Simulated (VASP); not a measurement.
# LiCaY (I-4m2) in VASP: single point with r2SCAN

Aim: the single point of LiCaY with r2SCAN.

Program: VASP 6.6.1. These are calculated values, not measurements. Logs are shortened: lines on timing, memory, paths and dates and some standing lists are left out, and cuts for length are marked.

## 1. The cell of the first run

It takes space group I-4m2 (No. 119, tetragonal). Conventional cell: a = 5.291 Å, b = 5.291 Å, c = 11.139 Å, α = 90.00°, β = 90.00°, γ = 90.00°. Within 4.9 Å of Li (site symmetry -4m2) lie 4 Y at 3.74 Å and 4 Ca at 3.84 Å. Within 5.0 Å of Ca (site symmetry -4m2) lie 4 Li at 3.84 Å and 4 Y at 3.84 Å. Y (site symmetry -4m2) has 4 Li at 3.74 Å and 4 Ca at 3.84 Å within 4.9 Å.

## 2. Single point, r2SCAN

Input file POSCAR:

```
LiCaY
1.0
    0.0000000000      5.2912920000      0.0000000000
    5.2912920000      0.0000000000      0.0000000000
    2.6456460000      2.6456460000     -5.5694360000
Li Ca Y
1 1 1
Direct
    0.0000000000      0.0000000000      0.0000000000
    0.2500000000      0.7500000000      0.5000000000
    0.5000000000      0.5000000000      0.0000000000
```

Input file INCAR.step1:

```
SYSTEM = LiCaY
  PREC = Accurate
  ENCUT = 520
  ISMEAR = -1
  SIGMA = 0.1382
  LREAL = .FALSE.
  LASPH = .TRUE.
  NELM = 80
  NBANDS = 19
  GGA = PE
  ALGO = Normal
  EDIFF = 1E-4
  LWAVE = .TRUE.
  LCHARG = .FALSE.
```

Input file INCAR.step2:

```
SYSTEM = LiCaY
  PREC = Accurate
  ENCUT = 520
  EDIFF = 1E-6
  ISMEAR = -1
  SIGMA = 0.1382
  LREAL = .FALSE.
  LASPH = .TRUE.
  NELM = 80
  ALGO = Normal
  ISIF = 2
  LWAVE = .FALSE.
  LCHARG = .TRUE.
  METAGGA = R2SCAN
  LMIXTAU = .TRUE.
  LELF = .TRUE.
  LVHAR = .TRUE.
  NBANDS = 19
  ISTART = 1
```

Input file KPOINTS:

```
regular mesh
0
G
  7 7 7
  0 0 0
```

Potentials or basis: VASP PAW PBE potentials, release 64 (Li_sv, Ca_sv, Y_sv).

On the command line:

```bash
$ cat potpaw_PBE.64/Li_sv/POTCAR potpaw_PBE.64/Ca_sv/POTCAR potpaw_PBE.64/Y_sv/POTCAR > POTCAR
$ cp INCAR.step1 INCAR
$ mpirun -np 1 vasp_std > vasp.out
$ cp INCAR.step2 INCAR
$ mpirun -np 1 vasp_std > vasp.out
```

OUTCAR:

```text
SYSTEM = LiCaY
   PREC = Accurate
   ENCUT = 520
   EDIFF = 1E-6
   ISMEAR = -1
   LREAL = .FALSE.
   LASPH = .TRUE.
   NELM = 80
   ISIF = 2
   METAGGA = R2SCAN
   ISTART = 1

 ion  position               nearest neighbor table
   1  0.000  0.000  0.000-
   2  0.250  0.750  0.500-
   3  0.500  0.500  0.000-

  LATTYP: Found a body centered tetragonal cell.
 ALAT       =     5.2912920000
 C/A-ratio  =     2.1051327351

  Lattice vectors:

 A1 = (  -2.6456460000,   2.6456460000,   5.5694360000)
 A2 = (   2.6456460000,  -2.6456460000,   5.5694360000)
 A3 = (   2.6456460000,   2.6456460000,  -5.5694360000)

Analysis of symmetry for initial positions (statically):
=====================================================================
 Subroutine PRICEL returns:
 Original cell was already a primitive cell.

 Routine SETGRP: Setting up the symmetry group for a
 body centered tetragonal supercell.

 Subroutine GETGRP returns: Found  8 space group operations
 (whereof  8 operations were pure point group operations)
 out of a pool of 16 trial point group operations.

The static configuration has the point symmetry D_2d.

Analysis of symmetry for dynamics (positions and initial velocities):
=====================================================================
 Subroutine PRICEL returns:
 Original cell was already a primitive cell.

 Routine SETGRP: Setting up the symmetry group for a
 body centered tetragonal supercell.

 Subroutine GETGRP returns: Found  8 space group operations
 (whereof  8 operations were pure point group operations)
 out of a pool of 16 trial point group operations.

The dynamic configuration has the point symmetry D_2d.

 Subroutine INISYM returns: Found  8 space group operations
 (whereof  8 operations are pure point group operations),
 and found     1 'primitive' translations

----------------------------------------------------------------------------------------

                                     Primitive cell

  volume of cell :     155.9318

  direct lattice vectors                    reciprocal lattice vectors
     0.000000000  5.291292000  0.000000000     0.000000000  0.188989759  0.089775697
     5.291292000  0.000000000  0.000000000     0.188989759  0.000000000  0.089775697
     2.645646000  2.645646000 -5.569436000     0.000000000  0.000000000 -0.179551394

  length of vectors
     5.291292000  5.291292000  6.709508393     0.209229073  0.209229073  0.179551394

  position of ions in fractional coordinates (direct lattice)
     0.000000000  0.000000000  0.000000000
     0.250000000  0.750000000  0.500000000
     0.500000000  0.500000000  0.000000000

  ion indices of the primitive-cell ions
   primitive index   ion index
                 1           1
                 2           2
                 3           3

----------------------------------------------------------------------------------------

 KPOINTS: regular mesh

Automatic generation of k-mesh.
 Grid dimensions read from file:
 generate k-points for:    7    7    7

 Generating k-lattice:

  Cartesian coordinates                     Fractional coordinates (reciprocal lattice)
     0.000000000  0.026998537  0.012825100     0.142857143  0.000000000 -0.000000000
     0.026998537  0.000000000  0.012825100     0.000000000  0.142857143 -0.000000000
     0.000000000  0.000000000 -0.025650199     0.000000000  0.000000000  0.142857143

  Length of vectors
     0.029889868  0.029889868  0.025650199

  Shift w.r.t. Gamma in fractional coordinates (k-lattice)
     0.000000000  0.000000000  0.000000000

 Subroutine IBZKPT returns following result:
 ===========================================

 Found     40 irreducible k-points:

 Following reciprocal coordinates:
            Coordinates               Weight
  0.000000  0.000000  0.000000      1.000000
  0.142857  0.000000  0.000000      8.000000
  0.285714  0.000000  0.000000      8.000000
  0.428571  0.000000  0.000000      8.000000
  0.142857  0.142857  0.000000      8.000000
  0.285714  0.142857  0.000000     16.000000
[... 16 lines left out ...]
  0.285714  0.285714  0.142857      8.000000
  0.428571  0.285714  0.142857     16.000000
 [... further k-points ...]
   k-points           NKPTS =     40   k-points in BZ     NKDIM =     40   number of bands    NBANDS=     19
   number of dos      NEDOS =    301   number of ions     NIONS =      3
   total plane-waves  NPLWV =  80000
   dimension x,y,z NGX =    40 NGY =   40 NGZ =   50
   dimension x,y,z NGXF=    80 NGYF=   80 NGZF=  100
   ions per type =               1   1   1
   NGX,Y,Z   is equivalent  to a cutoff of  12.57, 12.57, 12.39 a.u.
   NGXF,Y,Z  is equivalent  to a cutoff of  25.14, 25.14, 24.78 a.u.
 SYSTEM =  LiCaY
   PREC   = accura    normal or accurate (medium, high low for compatibility)
   ISTART =      1    job   : 0-new  1-cont  2-samecut
   ICHARG =      0    charge: 1-file 2-atom 10-const
   ISPIN  =      1    spin polarized calculation?
   LNONCOLLINEAR =      F non collinear calculations
   LSORBIT =      F    spin-orbit coupling
   LASPH  =      T    aspherical Exc in radial PAW
   ENCUT  =  520.0 eV  38.22 Ry    6.18 a.u.   9.84  9.84 12.48*2*pi/ulx,y,z
   NELM   =     80;   NELMIN=  2; NELMDL=  0     # of ELM steps
   EDIFF  = 0.1E-05   stopping-criterion for ELM
   LREAL  =      F    real-space projection
   EDIFFG = 0.1E-04   stopping-criterion for IOM
   NSW    =      0    number of steps for IOM
   IBRION =     -1    ionic relax: 0-MD 1-quasi-New 2-CG
   NFREE  =      0    steps in history (QN), initial steepest desc. (CG)
   ISIF   =      2    stress and relaxation
   ISYM   =      2    0-nonsym 1-usesym 2-fastsym
   POTIM  = 0.5000    time-step for ionic-motion
   TEBEG  =    0.0;   TEEND  =   0.0 temperature during run
   PSTRESS=    0.0 pullay stress
   NELECT =      24.0000    total number of electrons
   NUPDOWN=      -1.0000    fix difference up-down
   EMIN   =  10.00;   EMAX   =-10.00  energy-range for DOS
   EFERMI =   0.00;   METHOD = LEGACY
   ISMEAR =    -1;   SIGMA  =   0.14  broadening in eV -4-tet -1-fermi 0-gaus
   EFERMI_NEDOS =   21; number of points for ismear=-14 and -15
   IALGO  =     38    algorithm
   IMIX   =      4    mixing-type and parameters
     AMIX     =   0.40;   BMIX     =  1.00
     AMIX_MAG =   1.60;   BMIX_MAG =  1.00
  volume/ion in A,a.u.               =      51.98       350.76
  Fermi-wavevector in a.u.,A,eV,Ry     =   0.877338  1.657929 10.472707  0.769722
  Thomas-Fermi vector in A             =   1.997273
   LORBIT       =      0    0 simple, 1 ext, 2 COOP (PROOUT), +10 PAW based schemes
   METAGGA = R2SCAN    functional components
   LHFCALC =     F    Hartree Fock is set to
   AEXX    =    0.0000 exact exchange contribution
   IVDW    =     0    specifies the selected vdW correction
   LEPSILON=     F    determine dielectric tensor
   LRPA    =     F    only Hartree local field effects (RPA)
 non-spin polarized calculation
  energy-cutoff  :      520.00
  volume of cell :      155.93
 maximum number of plane-waves:      4221
   NGX = 19   NGY = 19   NGZ = 25

 number of electron      23.9999994 magnetization

 Free energy of the ion-electron system (eV)
  ---------------------------------------------------
  ext. energy  EPLUGINS =         0.00000000
  ---------------------------------------------------
  free energy    TOTEN  =       -27.34266802 eV

  energy without entropy =      -27.02943304  energy(sigma->0) =      -27.18605053

 E-fermi :   0.3048     XC(G=0):  -7.0580

 val. band max:        0.2958365222   @ k =   0.4286   0.4286   0.0000
 cond. band min:       0.3083992966   @ k =  -0.1429  -0.1429   0.2857
 fundamental gap:      0.0125627745
 Fermi energy:         0.3048257335

 k-point     1 :       0.0000    0.0000    0.0000
  band No.  band energies     occupation
      1     -48.2210      2.00000
      2     -45.6979      2.00000
      3     -43.9495      2.00000
      4     -24.9719      2.00000
      5     -24.9234      2.00000
      6     -24.9234      2.00000
[... 11 lines left out ...]
     18       1.9802      0.00001
     19       1.9805      0.00001

 k-point     2 :       0.1429    0.0000    0.0000
  band No.  band energies     occupation
      1     -48.2210      2.00000
      2     -45.6978      2.00000
      3     -43.9495      2.00000
      4     -24.9717      2.00000
      5     -24.9241      2.00000
      6     -24.9234      2.00000
[... 11 lines left out ...]
     18       2.2479      0.00000
     19       2.2632      0.00000

 k-point     3 :       0.2857    0.0000    0.0000
  band No.  band energies     occupation
      1     -48.2210      2.00000
      2     -45.6978      2.00000
      3     -43.9495      2.00000
      4     -24.9712      2.00000
      5     -24.9258      2.00000
      6     -24.9234      2.00000
[... 11 lines left out ...]
     18       2.5807      0.00000
     19       2.5898      0.00000

 k-point     4 :       0.4286    0.0000    0.0000
  band No.  band energies     occupation
      1     -48.2210      2.00000
      2     -45.6978      2.00000
      3     -43.9495      2.00000
      4     -24.9708      2.00000
      5     -24.9271      2.00000
      6     -24.9234      2.00000
[... 11 lines left out ...]
     18       2.7895      0.00000
     19       2.8760      0.00000

 k-point     5 :       0.1429    0.1429    0.0000
  band No.  band energies     occupation
      1     -48.2210      2.00000
      2     -45.6978      2.00000
      3     -43.9495      2.00000
      4     -24.9713      2.00000
      5     -24.9243      2.00000
      6     -24.9240      2.00000
[... 11 lines left out ...]
     18       2.2032      0.00000
     19       2.5563      0.00000
[... 334 lines left out ...]
      2     -45.6978      2.00000
      3     -43.9495      2.00000
      4     -24.9705      2.00000
      5     -24.9259      2.00000
      6     -24.9235      2.00000
[... 11 lines left out ...]
     18       2.7483      0.00000
     19       2.8751      0.00000

 k-point    22 :      -0.1429    0.0000    0.1429
  band No.  band energies     occupation
      1     -48.2210      2.00000
      2     -45.6978      2.00000
      3     -43.9495      2.00000
      4     -24.9709      2.00000
      5     -24.9243      2.00000
      6     -24.9236      2.00000
[... 11 lines left out ...]
     18       2.3645      0.00000
     19       2.4963      0.00000

 k-point    23 :       0.2857    0.2857    0.1429
  band No.  band energies     occupation
      1     -48.2210      2.00000
      2     -45.6978      2.00000
      3     -43.9495      2.00000
      4     -24.9711      2.00000
      5     -24.9262      2.00000
      6     -24.9251      2.00000
[... 11 lines left out ...]
     18       2.1269      0.00000
     19       2.7598      0.00000

 k-point    24 :       0.4286    0.2857    0.1429
  band No.  band energies     occupation
      1     -48.2210      2.00000
      2     -45.6977      2.00000
      3     -43.9495      2.00000
      4     -24.9708      2.00000
      5     -24.9273      2.00000
      6     -24.9253      2.00000
[... 11 lines left out ...]
     18       2.2686      0.00000
     19       2.5234      0.00000

 [... further k-points ...]

------------------------ aborting loop because EDIFF is reached ----------------------------------------

  FORCE on cell =-STRESS in cart. coord.  units (eV):
  Direction    XX          YY          ZZ          XY          YZ          ZX
  --------------------------------------------------------------------------------------
  -------------------------------------------------------------------------------------
  Total       -3.4480330     -3.4480330     -0.8251612      0.0000000     -0.0000000      0.0000000
  in kB      -35.4280554    -35.4280554     -8.4784159      0.0000000     -0.0000000      0.0000000
  external PRESSURE =     -26.4448422 kB  Pullay stress =       0.0000000 kB

 VOLUME and BASIS-vectors are now :
 -----------------------------------------------------------------------------
  energy-cutoff  :      520.00
  volume of cell :      155.93
      direct lattice vectors                 reciprocal lattice vectors
     0.000000000  5.291292000  0.000000000     0.000000000  0.188989759  0.089775697
     5.291292000  0.000000000  0.000000000     0.188989759  0.000000000  0.089775697
     2.645646000  2.645646000 -5.569436000     0.000000000  0.000000000 -0.179551394

 POSITION                                       TOTAL-FORCE (eV/Angst)
 -----------------------------------------------------------------------------------
      0.00000      0.00000      0.00000         0.000000      0.000000      0.000000
      5.29129      2.64565     -2.78472        -0.000000     -0.000000      0.000000
      2.64565      2.64565      0.00000         0.000000      0.000000      0.000000
 -----------------------------------------------------------------------------------
    total drift:                                0.000001     -0.000001      0.000000

  FREE ENERGIE OF THE ION-ELECTRON SYSTEM (eV)
  ---------------------------------------------------
  free  energy   TOTEN  =       -27.3426680230 eV

  energy  without entropy=      -27.0294330386  energy(sigma->0) =      -27.18605053
```

It took 14 min on 1 thread of Intel Xeon 8259CL, shared host; peak memory 0.41 GiB.

What came out:

| Property | Result |
| --- | --- |
| Free energy | -27.3427 eV |
| Band gap on the k mesh | zero (bands 12 and 13 overlap by 0.49 eV) |

Caveat: the cutoff is under 1.25 times the usual one of these potentials, so pressure, stress and relaxed cells hold a basis-set (Pulay) error; the PAW data sets were made with another functional, which shifts forces and pressure a little.
